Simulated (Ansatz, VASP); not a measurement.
**BC5: VASP beside Ansatz**

```
B C
1.0
     4.69389    0.00000    0.00000
    -2.34694    4.06503    0.00000
     0.00000    0.00000    3.92224
B C
1 5
Direct
  0.00000 0.00000 0.00000
  0.50000 0.00000 0.50000
  0.50000 0.50000 0.50000
  0.00000 0.50000 0.50000
  0.33333 0.66667 0.00000
  0.66667 0.33333 0.00000
```

Change from the starting cell: species swapped into the TbRh5 type (P6/mmm, No. 191).

Alike in both runs: task single point; functional PBE; k mesh 6 × 6 × 4; occupations gaussian, width 0.1 eV; no spin polarisation.

|  | VASP | Ansatz |
| --- | --- | --- |
| version | VASP 6.6.1 | Ansatz 0.2.0 |
| potentials or method | VASP PAW PBE potentials, release 64 (B, C), cutoff 520 eV | scalar-relativistic, plane waves, PAW |
| valence electrons in the cell | 23 | 23 |

|  | VASP | Ansatz | Ansatz less VASP |
| --- | --- | --- | --- |
| gap on the k mesh at the Fermi level (eV) | none | none | - |
| pressure (GPa) | -25.7 | -25.7 | +0.02 |
| traceless stress, the component that is largest in VASP (GPa) | 1.92 | 1.94 | +0.014 |

A gap of «none» marks a metal or a gap that the smearing closes. With one functional, cell and mesh, what is left measures potentials, basis and numerics.

The k mesh is coarse, so the values compare programs but aren't converged.
